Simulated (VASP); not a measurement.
Write the native input for VASP 6.6.1 that does the following.

```
Task                   : single point
Functional             : PBE
Potentials or basis    : VASP PAW PBE potentials, release 64 (Mo_sv, S)
Cutoff                 : 520 eV
k mesh                 : 6 × 6 × 6
Occupations            : gaussian, width 0.05 eV
Spin                   : collinear spin, ferrimagnetic start
Starting moments       : [2.08, -0.23, -0.23] μB
Hubbard terms          : Mo d U = 6.0 eV, J = 0.7 eV
Dipole correction      : no
LDAUTYPE               : 1
Hund's J               : 0.7
Further INCAR settings : ALGO = Normal; EDIFF = 1e-07; NBANDS = 24
```

The structure of MoS2 lies in POSCAR:

```
MoS2
1.0
    0.0000000000      2.9959514200      2.9959514200
    2.9959514200      0.0000000000      2.9959514200
    2.9959514200      2.9959514200      0.0000000000
Mo S
1 2
Direct
    0.0000000000      0.0000000000      0.0000000000
    0.2500000000      0.2500000000      0.2500000000
    0.7500000000      0.7500000000      0.7500000000
```

These files were run (other wordings do the same):

INCAR

```
PREC = Accurate
ENCUT = 520
EDIFF = 1E-7
ISMEAR = 0
SIGMA = 0.05
LREAL = F
LASPH = T
NELM = 150
ALGO = Normal
ISIF = 2
LWAVE = F
LCHARG = F
ISPIN = 2
MAGMOM = 2.08 -0.23 -0.23
LORBIT = 11
LMAXMIX = 4
LDAU = T
LDAUTYPE = 1
LDAUL = 2 -1
LDAUU = 6 0
LDAUJ = 0.7 0
LDAUPRINT = 1
GGA = PE
NBANDS = 24
```

KPOINTS

```
Automatic mesh
0
Gamma
  6 6 6
```

Potentials or basis: VASP PAW PBE potentials, release 64 (Mo_sv, S).

Command:

```bash
$ cat potpaw_PBE.64/Mo_sv/POTCAR potpaw_PBE.64/S/POTCAR > POTCAR
$ mpirun -np 1 vasp_std > vasp.out
```

Results of the run:

```yaml
Pressure: 5.3 GPa
Net_moment: 1.99 μB per cell
Site_moments: Mo +2.04; S -0.10 μB
Valence_electrons_inside_the_program's_atomic_spheres: Mo 12.02; S 3.74
```

It took 78 s on 1 thread of Intel Xeon 8259CL (shared host), peak memory 0.21 GiB.
